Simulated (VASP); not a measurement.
# Al2O3 (P-6m2) in VASP: further runs

Al2O3 is run at these levels: PBE+D3(BJ); tasks: single point.

All numbers are computed with VASP 6.6.1; they aren't measurements. Logs are shortened: lines on timing, memory, paths and dates and some standing lists are left out, and cuts for length are marked.

**1. The cell of the first run**

Symmetry: P-6m2, No. 187, hexagonal system. The conventional cell has a = 2.896 Å, b = 2.896 Å, c = 7.953 Å, α = 90.00°, β = 90.00°, γ = 120.00°. Within 2.4 Å of Al (site symmetry 3m) lie 6 O at 1.83 to 2.26 Å. O (site symmetry 3m) has 3 Al at 1.83 Å within 2.4 Å. O (site symmetry -6m2) has 6 Al at 2.26 Å and 12 O at 2.81 to 2.90 Å within 3.0 Å.

**2. Single point, PBE+D3(BJ)**

File INCAR:

```
PREC = Accurate
ENCUT = 520
EDIFF = 1E-7
ISMEAR = 0
SIGMA = 0.05
LREAL = False
LASPH = True
NELM = 80
ALGO = Normal
ISIF = 2
LWAVE = False
LCHARG = True
GGA = PE
IVDW = 12
LELF = True
LVHAR = True
NBANDS = 20
```

File KPOINTS:

```
regular mesh
0
Gamma
  9 9 4
```

File POSCAR:

```
Al2O3
1.0
    2.8959000000      0.0000000000      0.0000000000
   -1.4479500000      2.5079229668      0.0000000000
    0.0000000000      0.0000000000      7.9529000000
Al O
2 3
Direct
    0.0000000000      0.0000000000      0.1907358529
    0.0000000000      0.0000000000      0.8092641471
    0.3333333333      0.6666666667      0.2840924954
    0.6666666667      0.3333333333      0.0000000000
    0.3333333333      0.6666666667      0.7159075046
```

Potentials or basis: VASP PAW PBE potentials, release 64 (Al, O).

Launch:

```bash
> cat potpaw_PBE.64/Al/POTCAR potpaw_PBE.64/O/POTCAR > POTCAR
> mpirun -np 1 vasp_std > vasp.out
```

OUTCAR:

```text
PREC = Accurate
   ENCUT = 520
   EDIFF = 1E-7
   ISMEAR = 0
   LREAL = False
   LASPH = True
   NELM = 80
   ISIF = 2
   GGA = PE
   IVDW = 12
 IVDW          = 12

 ion  position               nearest neighbor table
   1  0.000  0.000  0.191-   3 1.83   3 1.83   3 1.83   4 2.26   4 2.26   4 2.26   2 3.03
   2  0.000  0.000  0.809-   5 1.83   5 1.83   5 1.83   4 2.26   4 2.26   4 2.26   1 3.03
   3  0.333  0.667  0.284-   1 1.83   1 1.83   1 1.83
   4  0.667  0.333  0.000-   1 2.26   2 2.26   1 2.26   2 2.26   1 2.26   2 2.26
   5  0.333  0.667  0.716-   2 1.83   2 1.83   2 1.83

  LATTYP: Found a hexagonal cell.
 ALAT       =     2.8959000000
 C/A-ratio  =     2.7462619566

  Lattice vectors:

 A1 = (   2.8959000000,   0.0000000000,   0.0000000000)
 A2 = (  -1.4479500000,   2.5079229668,   0.0000000000)
 A3 = (   0.0000000000,   0.0000000000,   7.9529000000)

Analysis of symmetry for initial positions (statically):
=====================================================================
 Subroutine PRICEL returns:
 Original cell was already a primitive cell.

 Routine SETGRP: Setting up the symmetry group for a
 hexagonal supercell.

 Subroutine GETGRP returns: Found 12 space group operations
 (whereof 12 operations were pure point group operations)
 out of a pool of 24 trial point group operations.

The static configuration has the point symmetry D_3h.

Analysis of symmetry for dynamics (positions and initial velocities):
=====================================================================
 Subroutine PRICEL returns:
 Original cell was already a primitive cell.

 Routine SETGRP: Setting up the symmetry group for a
 hexagonal supercell.

 Subroutine GETGRP returns: Found 12 space group operations
 (whereof 12 operations were pure point group operations)
 out of a pool of 24 trial point group operations.

The dynamic configuration has the point symmetry D_3h.

 Subroutine INISYM returns: Found 12 space group operations
 (whereof 12 operations are pure point group operations),
 and found     1 'primitive' translations

----------------------------------------------------------------------------------------

                                     Primitive cell

  volume of cell :      57.7595

  direct lattice vectors                    reciprocal lattice vectors
     2.895900000  0.000000000  0.000000000     0.345315791  0.199368165  0.000000000
    -1.447950000  2.507922967  0.000000000     0.000000000  0.398736330  0.000000000
     0.000000000  0.000000000  7.952900000     0.000000000  0.000000000  0.125740296

  length of vectors
     2.895900000  2.895900000  7.952900000     0.398736330  0.398736330  0.125740296

  position of ions in fractional coordinates (direct lattice)
     0.000000000  0.000000000  0.190735853
     0.000000000  0.000000000  0.809264147
     0.333333333  0.666666667  0.284092495
     0.666666667  0.333333333  0.000000000
     0.333333333  0.666666667  0.715907505

  ion indices of the primitive-cell ions
   primitive index   ion index
                 1           1
                 2           2
                 3           3
                 4           4
                 5           5

----------------------------------------------------------------------------------------

 KPOINTS: regular mesh

Automatic generation of k-mesh.
 Grid dimensions read from file:
 generate k-points for:    9    9    4

 Generating k-lattice:

  Cartesian coordinates                     Fractional coordinates (reciprocal lattice)
     0.038368421  0.022152018  0.000000000     0.111111111 -0.000000000  0.000000000
     0.000000000  0.044304037  0.000000000     0.000000000  0.111111111  0.000000000
     0.000000000  0.000000000  0.031435074     0.000000000  0.000000000  0.250000000

  Length of vectors
     0.044304037  0.044304037  0.031435074

  Shift w.r.t. Gamma in fractional coordinates (k-lattice)
     0.000000000  0.000000000  0.000000000

 Subroutine IBZKPT returns following result:
 ===========================================

 Found     36 irreducible k-points:

 Following reciprocal coordinates:
            Coordinates               Weight
  0.000000  0.000000  0.000000      1.000000
  0.111111 -0.000000  0.000000      6.000000
  0.222222  0.000000  0.000000      6.000000
  0.333333  0.000000  0.000000      6.000000
  0.444444  0.000000  0.000000      6.000000
  0.111111  0.111111  0.000000      6.000000
[... 16 lines left out ...]
  0.333333  0.222222  0.250000     24.000000
  0.333333  0.333333  0.250000      4.000000
 [... further k-points ...]
   k-points           NKPTS =     36   k-points in BZ     NKDIM =     36   number of bands    NBANDS=     20
   number of dos      NEDOS =    301   number of ions     NIONS =      5
   total plane-waves  NPLWV =  34560
   dimension x,y,z NGX =    24 NGY =   24 NGZ =   60
   dimension x,y,z NGXF=    48 NGYF=   48 NGZF=  120
   ions per type =               2   3
   NGX,Y,Z   is equivalent  to a cutoff of  13.78, 13.78, 12.54 a.u.
   NGXF,Y,Z  is equivalent  to a cutoff of  27.56, 27.56, 25.08 a.u.
 SYSTEM =  unknown system
   PREC   = accura    normal or accurate (medium, high low for compatibility)
   ISTART =      0    job   : 0-new  1-cont  2-samecut
   ICHARG =      2    charge: 1-file 2-atom 10-const
   ISPIN  =      1    spin polarized calculation?
   LNONCOLLINEAR =      F non collinear calculations
   LSORBIT =      F    spin-orbit coupling
   LASPH  =      T    aspherical Exc in radial PAW
   ENCUT  =  520.0 eV  38.22 Ry    6.18 a.u.   5.38  5.38 14.79*2*pi/ulx,y,z
   NELM   =     80;   NELMIN=  2; NELMDL= -5     # of ELM steps
   EDIFF  = 0.1E-06   stopping-criterion for ELM
   LREAL  =      F    real-space projection
   EDIFFG = 0.1E-05   stopping-criterion for IOM
   NSW    =      0    number of steps for IOM
   IBRION =     -1    ionic relax: 0-MD 1-quasi-New 2-CG
   NFREE  =      0    steps in history (QN), initial steepest desc. (CG)
   ISIF   =      2    stress and relaxation
   ISYM   =      2    0-nonsym 1-usesym 2-fastsym
   POTIM  = 0.5000    time-step for ionic-motion
   TEBEG  =    0.0;   TEEND  =   0.0 temperature during run
   PSTRESS=    0.0 pullay stress
   NELECT =      24.0000    total number of electrons
   NUPDOWN=      -1.0000    fix difference up-down
   EMIN   =  10.00;   EMAX   =-10.00  energy-range for DOS
   EFERMI =   0.00;   METHOD = LEGACY
   ISMEAR =     0;   SIGMA  =   0.05  broadening in eV -4-tet -1-fermi 0-gaus
   EFERMI_NEDOS =   21; number of points for ismear=-14 and -15
   IALGO  =     38    algorithm
   IMIX   =      4    mixing-type and parameters
     AMIX     =   0.40;   BMIX     =  1.00
     AMIX_MAG =   1.60;   BMIX_MAG =  1.00
  volume/ion in A,a.u.               =      11.55        77.96
  Fermi-wavevector in a.u.,A,eV,Ry     =   1.221624  2.308534 20.304855  1.492365
  Thomas-Fermi vector in A             =   2.356800
   LORBIT       =      0    0 simple, 1 ext, 2 COOP (PROOUT), +10 PAW based schemes
   GGA     = PE    functional components
   LHFCALC =     F    Hartree Fock is set to
   AEXX    =    0.0000 exact exchange contribution
   IVDW    =    12    specifies the selected vdW correction
   LEPSILON=     F    determine dielectric tensor
   LRPA    =     F    only Hartree local field effects (RPA)
 non-spin polarized calculation
 Gauss-broadening in eV      SIGMA  =   0.05
  energy-cutoff  :      520.00
  volume of cell :       57.76
 maximum number of plane-waves:      1589
 NGX is ok and might be reduce to    24
   NGX = 11   NGY = 11   NGZ = 29

 number of electron      23.9999983 magnetization

 Free energy of the ion-electron system (eV)
  ---------------------------------------------------
  ext. energy  EPLUGINS =         0.00000000
  ---------------------------------------------------
  free energy    TOTEN  =       -36.07489192 eV

  energy without entropy =      -36.07489192  energy(sigma->0) =      -36.07489192

 E-fermi :   2.9108     XC(G=0):  -9.8048

 val. band max:        2.5931150778   @ k =   0.0000   0.0000   0.5000
 cond. band min:       6.7550641219   @ k =   0.0000   0.0000   0.0000
 fundamental gap:      4.1619490441
 Fermi energy:         2.9108096122

 k-point     1 :       0.0000    0.0000    0.0000
  band No.  band energies     occupation
      1     -15.5889      2.00000
      2     -15.0599      2.00000
      3     -13.8139      2.00000
      4      -2.3328      2.00000
      5      -0.0116      2.00000
      6       1.3080      2.00000
[... 12 lines left out ...]
     19      17.3861      0.00000
     20      17.4939      0.00000

 k-point     2 :       0.1111   -0.0000    0.0000
  band No.  band energies     occupation
      1     -15.4533      2.00000
      2     -14.9529      2.00000
      3     -13.7464      2.00000
      4      -2.2296      2.00000
      5      -0.0478      2.00000
      6       0.7433      2.00000
[... 12 lines left out ...]
     19      16.4118      0.00000
     20      17.5031      0.00000

 k-point     3 :       0.2222    0.0000    0.0000
  band No.  band energies     occupation
      1     -15.0807      2.00000
      2     -14.6676      2.00000
      3     -13.5783      2.00000
      4      -2.0818      2.00000
      5      -0.7009      2.00000
      6      -0.2346      2.00000
[... 12 lines left out ...]
     19      15.6892      0.00000
     20      17.0510      0.00000

 k-point     4 :       0.3333    0.0000    0.0000
  band No.  band energies     occupation
      1     -14.5841      2.00000
      2     -14.3136      2.00000
      3     -13.4054      2.00000
      4      -2.4023      2.00000
      5      -1.9538      2.00000
      6      -1.0227      2.00000
[... 429 lines left out ...]
 k-point    23 :       0.3333    0.2222    0.2500
  band No.  band energies     occupation
      1     -14.0252      2.00000
      2     -13.9663      2.00000
      3     -13.2709      2.00000
      4      -2.4625      2.00000
      5      -2.3550      2.00000
      6      -1.2927      2.00000
[... 12 lines left out ...]
     19      15.0987      0.00000
     20      16.1466      0.00000

 k-point    24 :       0.3333    0.3333    0.2500
  band No.  band energies     occupation
      1     -13.9186      2.00000
      2     -13.8958      2.00000
      3     -13.2484      2.00000
      4      -2.2316      2.00000
      5      -2.1217      2.00000
      6      -1.4196      2.00000
[... 12 lines left out ...]
     19      14.9786      0.00000
     20      16.0926      0.00000

 [... further k-points ...]

------------------------ aborting loop because EDIFF is reached ----------------------------------------

 Edisp (eV)   -0.87411

 E8    (eV) :    -0.3301

  FORCE on cell =-STRESS in cart. coord.  units (eV):
  Direction    XX          YY          ZZ          XY          YZ          ZX
  --------------------------------------------------------------------------------------
  -------------------------------------------------------------------------------------
  Total      -2.72223    -2.72223    -7.77504     0.00000     0.00000     0.00000
  in kB     -75.51122   -75.51122  -215.67019     0.00000     0.00000     0.00000
  external pressure =     -122.23 kB  Pullay stress =        0.00 kB

 VOLUME and BASIS-vectors are now :
 -----------------------------------------------------------------------------
  energy-cutoff  :      520.00
  volume of cell :       57.76
      direct lattice vectors                 reciprocal lattice vectors
     2.895900000  0.000000000  0.000000000     0.345315791  0.199368165  0.000000000
    -1.447950000  2.507922967  0.000000000     0.000000000  0.398736330  0.000000000
     0.000000000  0.000000000  7.952900000     0.000000000  0.000000000  0.125740296

 POSITION                                       TOTAL-FORCE (eV/Angst)
 -----------------------------------------------------------------------------------
      0.00000      0.00000      1.51690         0.000000      0.000000     -0.501923
      0.00000      0.00000      6.43600         0.000000     -0.000000      0.501923
     -0.00000      1.67195      2.25936        -0.000000     -0.000000     -1.281153
      1.44795      0.83597      0.00000        -0.000000      0.000000      0.000000
     -0.00000      1.67195      5.69354        -0.000000     -0.000000      1.281153
 -----------------------------------------------------------------------------------
    total drift:                                0.000000     -0.000000      0.000000

  FREE ENERGIE OF THE ION-ELECTRON SYSTEM (eV)
  ---------------------------------------------------
  free  energy   TOTEN  =       -36.9490025236 eV

  energy  without entropy=      -36.9490025236  energy(sigma->0) =      -36.94900252
```

Wall time 16 s (1 thread of Intel Xeon 6975P-C (Granite Rapids), shared host); peak memory 0.19 GiB.

What came out:

```yaml
Free_energy: -36.9490 eV
Pressure: -12.2 GPa
Largest_force: 1.281 eV/Å
Band_gap_on_the_k_mesh: 4.16 eV, indirect (the least direct gap lies 0.9 meV higher)
Dispersion_energy_per_atom: -0.175 eV
```

Forces in eV/Å, atoms in the order of the input:
```
Al   0.000  0.000 -0.502
Al   0.000  0.000  0.502
O    0.000  0.000 -1.281
O    0.000  0.000  0.000
O    0.000  0.000  1.281
```

Levels at points of the mesh, in eV from the valence-band top:
```csv
k point,band 9,band 10,band 11,band 12,band 13,band 14,band 15,band 16
"(0.00, 0.00, 0.00)",-1.21,-0.23,0.00,0.00,4.16,7.46,7.64,11.05
"(0.00, 0.00, 0.50)",-1.22,-0.68,0.00,0.00,4.59,6.65,8.10,11.03
```

Caveat: forces of over 1 eV/Å act on the atoms, so gaps and moduli don't describe the material at rest.

**3. Single point, PBE+D3(BJ)**

This run uses another cell than the first one, of 11.46 Å³/atom, 0.992 times its volume.

File INCAR:

```
SYSTEM = Al2O3
PREC = Accurate
ENCUT = 520
EDIFF = 1E-6
ISMEAR = 0
SIGMA = 0.05
LREAL = .False.
LASPH = .True.
NELM = 80
ALGO = Normal
ISIF = 2
LWAVE = .False.
LCHARG = .False.
GGA = PE
IVDW = 12
NBANDS = 20
```

File KPOINTS:

```
regular mesh
0
Gamma
  9 9 4
  0 0 0
```

POSCAR: that of step 2 with these lines changed.

```diff
@@ -2,5 +2,5 @@
 1.0
-    2.8959000000      0.0000000000      0.0000000000
-   -1.4479500000      2.5079229668      0.0000000000
-    0.0000000000      0.0000000000      7.9529000000
+    2.9245000000      0.0000000000      0.0000000000
+   -1.4622500000      2.5326912934      0.0000000000
+    0.0000000000      0.0000000000      7.7340000000
 Al O
```

Potentials or basis: VASP PAW PBE potentials, release 64 (Al, O).

Launch:

```bash
> cat potpaw_PBE.64/Al/POTCAR potpaw_PBE.64/O/POTCAR > POTCAR
> mpirun -np 1 vasp_std > vasp.out
```

It took 15 s on 1 thread of Intel Xeon 6975P-C (Granite Rapids), shared host; peak memory 0.19 GiB.

Results (log left out):

```
Free energy                : -37.0669 eV
Pressure                   : -13.1 GPa
Largest force              : 1.113 eV/Å
Band gap on the k mesh     : 4.07 eV, indirect (least direct gap 4.17 eV)
Dispersion energy per atom : -0.176 eV
```

Forces in eV/Å, atoms in the order of the input:
```
Al   0.000  0.000 -0.129
Al   0.000  0.000  0.129
O    0.000  0.000 -1.113
O    0.000  0.000  0.000
O    0.000  0.000  1.113
```

Stress tensor (GPa, compression positive):
```
-11.83   0.00   0.00
  0.00 -11.83   0.00
  0.00   0.00 -15.72
```

Levels at points of the mesh, in eV from the valence-band top:
| k point | band 9 | band 10 | band 11 | band 12 | band 13 | band 14 | band 15 | band 16 |
| --- | --- | --- | --- | --- | --- | --- | --- | --- |
| (0.00, 0.00, 0.00) | -1.23 | -0.31 | -0.31 | -0.10 | 4.07 | 7.37 | 7.46 | 11.21 |
| (0.00, 0.00, 0.50) | -1.25 | -0.63 | -0.31 | -0.31 | 4.52 | 6.59 | 7.86 | 11.28 |

Caveat: forces of over 1 eV/Å act on the atoms, so gaps and moduli don't describe the material at rest. A k mesh can miss the band edges.
